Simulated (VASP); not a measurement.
# B (Fm-3m) in VASP: notebook

Runs on B. Level: PBE. Tasks: single point.

Program: VASP 6.6.1. These are calculated values, not measurements. Logs are shortened: lines on timing, memory, paths and dates and some standing lists are left out, and cuts for length are marked.

## (1) The cell of the first run

It takes space group Fm-3m (No. 225, cubic). Conventional cell: a = 2.846 Å, b = 2.846 Å, c = 2.846 Å, α = 90.00°, β = 90.00°, γ = 90.00°. B (site symmetry m-3m) has 12 B at 2.01 Å within 2.7 Å.

## (2) Single point, PBE (volume scaled by 0.979, to set the pressure)

INCAR reads:

```
PREC = Accurate
ENCUT = 520
EDIFF = 1E-6
ISMEAR = -1
SIGMA = 0.08
LREAL = F
LASPH = T
NELM = 100
ALGO = Normal
ISIF = 2
LWAVE = F
LCHARG = F
GGA = PE
NBANDS = 8
```

KPOINTS reads:

```
Automatic mesh
0
Gamma
  22 22 22
```

POSCAR reads:

```
B
1.0
    0.0000000000      1.4231103521      1.4231103521
    1.4231103521      0.0000000000      1.4231103521
    1.4231103521      1.4231103521      0.0000000000
B
1
Direct
    0.0000000000      0.0000000000      0.0000000000
```

Potentials or basis: VASP PAW PBE potentials, release 64 (B).

Command:

```console
> cat potpaw_PBE.64/B/POTCAR > POTCAR
> mpirun -np 1 vasp_std > vasp.out
```

OUTCAR:

```text
PREC = Accurate
   ENCUT = 520
   EDIFF = 1E-6
   ISMEAR = -1
   LREAL = F
   LASPH = T
   NELM = 100
   ISIF = 2
   GGA = PE

 ion  position               nearest neighbor table
   1  0.000  0.000  0.000-

  LATTYP: Found a face centered cubic cell.
 ALAT       =     2.8462207042

  Lattice vectors:

 A1 = (   0.0000000000,   1.4231103521,   1.4231103521)
 A2 = (   1.4231103521,   0.0000000000,   1.4231103521)
 A3 = (   1.4231103521,   1.4231103521,   0.0000000000)

Analysis of symmetry for initial positions (statically):
=====================================================================
 Subroutine PRICEL returns:
 Original cell was already a primitive cell.

 Routine SETGRP: Setting up the symmetry group for a
 face centered cubic supercell.

 Subroutine GETGRP returns: Found 48 space group operations
 (whereof 48 operations were pure point group operations)
 out of a pool of 48 trial point group operations.

The static configuration has the point symmetry O_h .

Analysis of symmetry for dynamics (positions and initial velocities):
=====================================================================
 Subroutine PRICEL returns:
 Original cell was already a primitive cell.

 Routine SETGRP: Setting up the symmetry group for a
 face centered cubic supercell.

 Subroutine GETGRP returns: Found 48 space group operations
 (whereof 48 operations were pure point group operations)
 out of a pool of 48 trial point group operations.

The dynamic configuration has the point symmetry O_h .

 Subroutine INISYM returns: Found 48 space group operations
 (whereof 48 operations are pure point group operations),
 and found     1 'primitive' translations

----------------------------------------------------------------------------------------

                                     Primitive cell

  volume of cell :       5.7643

  direct lattice vectors                    reciprocal lattice vectors
     0.000000000  1.423110352  1.423110352    -0.351343098  0.351343098  0.351343098
     1.423110352  0.000000000  1.423110352     0.351343098 -0.351343098  0.351343098
     1.423110352  1.423110352  0.000000000     0.351343098  0.351343098 -0.351343098

  length of vectors
     2.012581961  2.012581961  2.012581961     0.608544097  0.608544097  0.608544097

  position of ions in fractional coordinates (direct lattice)
     0.000000000  0.000000000  0.000000000

  ion indices of the primitive-cell ions
   primitive index   ion index
                 1           1

----------------------------------------------------------------------------------------

 KPOINTS: Automatic mesh

Automatic generation of k-mesh.
 Grid dimensions read from file:
 generate k-points for:   22   22   22

 Generating k-lattice:

  Cartesian coordinates                     Fractional coordinates (reciprocal lattice)
    -0.015970141  0.015970141  0.015970141     0.045454545  0.000000000  0.000000000
     0.015970141 -0.015970141  0.015970141     0.000000000  0.045454545  0.000000000
     0.015970141  0.015970141 -0.015970141     0.000000000  0.000000000  0.045454545

  Length of vectors
     0.027661095  0.027661095  0.027661095

  Shift w.r.t. Gamma in fractional coordinates (k-lattice)
     0.000000000  0.000000000  0.000000000

 Subroutine IBZKPT returns following result:
 ===========================================

 Found    328 irreducible k-points:

 Following reciprocal coordinates:
            Coordinates               Weight
  0.000000  0.000000  0.000000      1.000000
  0.045455  0.000000  0.000000      8.000000
  0.090909  0.000000  0.000000      8.000000
  0.136364  0.000000  0.000000      8.000000
  0.181818  0.000000  0.000000      8.000000
  0.227273  0.000000  0.000000      8.000000
[... 16 lines left out ...]
  0.500000  0.045455  0.000000     24.000000
 -0.454545  0.045455  0.000000     24.000000
 [... further k-points ...]
   k-points           NKPTS =    328   k-points in BZ     NKDIM =    328   number of bands    NBANDS=      8
   number of dos      NEDOS =    301   number of ions     NIONS =      1
   total plane-waves  NPLWV =   4096
   dimension x,y,z NGX =    16 NGY =   16 NGZ =   16
   dimension x,y,z NGXF=    32 NGYF=   32 NGZF=   32
   ions per type =               1
   NGX,Y,Z   is equivalent  to a cutoff of  13.22, 13.22, 13.22 a.u.
   NGXF,Y,Z  is equivalent  to a cutoff of  26.43, 26.43, 26.43 a.u.
 SYSTEM =  unknown system
   PREC   = accura    normal or accurate (medium, high low for compatibility)
   ISTART =      0    job   : 0-new  1-cont  2-samecut
   ICHARG =      2    charge: 1-file 2-atom 10-const
   ISPIN  =      1    spin polarized calculation?
   LNONCOLLINEAR =      F non collinear calculations
   LSORBIT =      F    spin-orbit coupling
   LASPH  =      T    aspherical Exc in radial PAW
   ENCUT  =  520.0 eV  38.22 Ry    6.18 a.u.   3.74  3.74  3.74*2*pi/ulx,y,z
   NELM   =    100;   NELMIN=  2; NELMDL= -5     # of ELM steps
   EDIFF  = 0.1E-05   stopping-criterion for ELM
   LREAL  =      F    real-space projection
   EDIFFG = 0.1E-04   stopping-criterion for IOM
   NSW    =      0    number of steps for IOM
   IBRION =     -1    ionic relax: 0-MD 1-quasi-New 2-CG
   NFREE  =      0    steps in history (QN), initial steepest desc. (CG)
   ISIF   =      2    stress and relaxation
   ISYM   =      2    0-nonsym 1-usesym 2-fastsym
   POTIM  = 0.5000    time-step for ionic-motion
   TEBEG  =    0.0;   TEEND  =   0.0 temperature during run
   PSTRESS=    0.0 pullay stress
   NELECT =       3.0000    total number of electrons
   NUPDOWN=      -1.0000    fix difference up-down
   EMIN   =  10.00;   EMAX   =-10.00  energy-range for DOS
   EFERMI =   0.00;   METHOD = LEGACY
   ISMEAR =    -1;   SIGMA  =   0.08  broadening in eV -4-tet -1-fermi 0-gaus
   EFERMI_NEDOS =   21; number of points for ismear=-14 and -15
   IALGO  =     38    algorithm
   IMIX   =      4    mixing-type and parameters
     AMIX     =   0.40;   BMIX     =  1.00
     AMIX_MAG =   1.60;   BMIX_MAG =  1.00
  volume/ion in A,a.u.               =       5.76        38.90
  Fermi-wavevector in a.u.,A,eV,Ry     =   1.316841  2.488469 23.593458  1.734070
  Thomas-Fermi vector in A             =   2.446924
   LORBIT       =      0    0 simple, 1 ext, 2 COOP (PROOUT), +10 PAW based schemes
   GGA     = PE    functional components
[... 5 lines left out ...]
 non-spin polarized calculation
  energy-cutoff  :      520.00
  volume of cell :        5.76
 maximum number of plane-waves:       169
   NGX =  7   NGY =  7   NGZ =  7

 number of electron       3.0000000 magnetization

 Free energy of the ion-electron system (eV)
  ---------------------------------------------------
  ext. energy  EPLUGINS =         0.00000000
  ---------------------------------------------------
  free energy    TOTEN  =        -5.34894608 eV

  energy without entropy =       -5.34399443  energy(sigma->0) =       -5.34647025

 E-fermi :  10.8552     XC(G=0): -13.1107

 val. band max:       10.8355704753   @ k =  -0.2273   0.3182   0.0909
 cond. band min:      10.8824117639   @ k =  -0.2273   0.3182   0.1364
 fundamental gap:      0.0468412886
 Fermi energy:        10.8551529710

 k-point     1 :       0.0000    0.0000    0.0000
  band No.  band energies     occupation
      1      -8.6178      2.00000
      2      27.1340      0.00000
      3      27.1340      0.00000
      4      27.1340      0.00000
      5      43.7083      0.00000
      6      43.7083      0.00000
      7      43.7083      0.00000
      8      47.4772      0.00000

 k-point     2 :       0.0455    0.0000    0.0000
  band No.  band energies     occupation
      1      -8.5265      2.00000
      2      26.6757      0.00000
      3      27.0374      0.00000
      4      27.0374      0.00000
      5      42.5939      0.00000
      6      43.9231      0.00000
      7      43.9231      0.00000
      8      49.2337      0.00000

 k-point     3 :       0.0909    0.0000    0.0000
  band No.  band energies     occupation
      1      -8.2528      2.00000
      2      25.3463      0.00000
      3      26.7697      0.00000
      4      26.7697      0.00000
      5      41.2731      0.00000
      6      44.4941      0.00000
      7      44.4941      0.00000
      8      51.9449      0.00000

 k-point     4 :       0.1364    0.0000    0.0000
  band No.  band energies     occupation
      1      -7.7968      2.00000
      2      23.3142      0.00000
      3      26.3850      0.00000
      4      26.3850      0.00000
      5      40.6118      0.00000
      6      45.1596      0.00000
      7      45.1596      0.00000
      8      50.8064      0.00000

 k-point     5 :       0.1818    0.0000    0.0000
  band No.  band energies     occupation
      1      -7.1591      2.00000
      2      20.8386      0.00000
      3      25.9454      0.00000
      4      25.9454      0.00000
      5      40.5624      0.00000
      6      45.3887      0.00000
      7      45.3887      0.00000
      8      49.0873      0.00000
[... 177 lines left out ...]
 k-point    22 :       0.4545    0.0455    0.0000
  band No.  band energies     occupation
      1      -0.4188      2.00000
      2       6.6718      2.00000
      3      23.7567      0.00000
      4      24.1179      0.00000
      5      38.6498      0.00000
      6      41.3142      0.00000
      7      45.1685      0.00000
      8      45.3801      0.00000

 k-point    23 :       0.5000    0.0455    0.0000
  band No.  band energies     occupation
      1       0.6313      2.00000
      2       5.3235      2.00000
      3      23.8616      0.00000
      4      23.8665      0.00000
      5      38.5760      0.00000
      6      40.8842      0.00000
      7      45.1049      0.00000
      8      45.7128      0.00000

 k-point    24 :      -0.4545    0.0455    0.0000
  band No.  band energies     occupation
      1       0.3772      2.00000
      2       5.6369      2.00000
      3      23.6855      0.00000
      4      24.0661      0.00000
      5      38.7796      0.00000
      6      40.7373      0.00000
      7      45.1219      0.00000
      8      45.6983      0.00000

 [... further k-points ...]
[... 5 lines left out ...]
  --------------------------------------------------------------------------------------
  -------------------------------------------------------------------------------------
  Total        0.2125728      0.2125728      0.2125728      0.0000000      0.0000000     -0.0000000
  in kB       59.0843564     59.0843564     59.0843564      0.0000000      0.0000000     -0.0000000
  external PRESSURE =      59.0843564 kB  Pullay stress =       0.0000000 kB

 VOLUME and BASIS-vectors are now :
 -----------------------------------------------------------------------------
  energy-cutoff  :      520.00
  volume of cell :        5.76
      direct lattice vectors                 reciprocal lattice vectors
     0.000000000  1.423110352  1.423110352    -0.351343098  0.351343098  0.351343098
     1.423110352  0.000000000  1.423110352     0.351343098 -0.351343098  0.351343098
     1.423110352  1.423110352  0.000000000     0.351343098  0.351343098 -0.351343098

 POSITION                                       TOTAL-FORCE (eV/Angst)
 -----------------------------------------------------------------------------------
      0.00000      0.00000      0.00000         0.000000      0.000000      0.000000
 -----------------------------------------------------------------------------------
    total drift:                                0.000000     -0.000000     -0.000000

  FREE ENERGIE OF THE ION-ELECTRON SYSTEM (eV)
  ---------------------------------------------------
  free  energy   TOTEN  =        -5.3489460776 eV

  energy  without entropy=       -5.3439944317  energy(sigma->0) =       -5.34647025
```

Wall time 16 s (1 thread of AMD EPYC 7R43 (Zen 3), shared host); peak memory 0.08 GiB.

What came out:

| Item | Value |
| --- | --- |
| Free energy | -5.3489 eV |
| Pressure | 5.9 GPa |

Levels at points of the mesh, in eV from the Fermi level:
```tsv
k point	band 1	band 2	band 3	band 4	band 5	band 6
(0.00, 0.00, 0.00)	-19.47	16.28	16.28	16.28	32.85	32.85
(0.50, 0.00, 0.00)	-10.23	-5.69	13.27	13.27	29.57	29.57
(0.50, 0.50, 0.00)	-7.38	-0.25	6.18	6.18	16.13	20.66
```

Caveat: the cell differs from its parent crystal (volume scaled by 0.979, to set the pressure).

[end of part 1 of 2]
